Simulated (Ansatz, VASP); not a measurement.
## Two plane-wave programs on BN

```
B N
1.0
     2.55394    0.00000    0.00000
    -1.27697    2.21178    0.00000
     0.00000    0.00000    4.22685
B N
2 2
Direct
  0.61918 0.23836 0.99972
  0.38082 0.76164 0.49972
  0.71753 0.43506 0.62528
  0.28247 0.56494 0.12528
```

Change from the starting cell: mode 4 (471.6 1/cm) frozen in, largest displacement -0.225 Å.

Alike in both runs: task single point; functional PBE; k mesh 12 × 12 × 6; occupations gaussian, width 0.05 eV; no spin polarisation.

|  | VASP | Ansatz |
| --- | --- | --- |
| version | VASP 6.6.1 | Ansatz 0.2.0 |
| potentials or method | VASP PAW PBE potentials, release 64 (B, N), cutoff 520 eV | scalar-relativistic, plane waves, PAW |
| valence electrons in the cell | 16 | 16 |

Ansatz gave:

```
gap on the k mesh at the Fermi level (eV)                     : 3.92
least direct gap on the mesh (eV)                             : 6.53
pressure (GPa)                                                : -1.1
traceless stress, the component that is largest in VASP (GPa) : -19.07
rms of the force components (eV/Å)                            : 1.235
```

**Question.** What did VASP give for the same quantities?

**Answer.** gap on the k mesh at the Fermi level (eV): 3.91; least direct gap on the mesh (eV): 6.52; pressure (GPa): -0.9; traceless stress, the component that is largest in VASP (GPa): -18.99; rms of the force components (eV/Å): 1.234.

Atom by atom the forces differ by 0.005 eV/Å (rms over components). With one functional, cell and mesh, what is left measures potentials, basis and numerics.
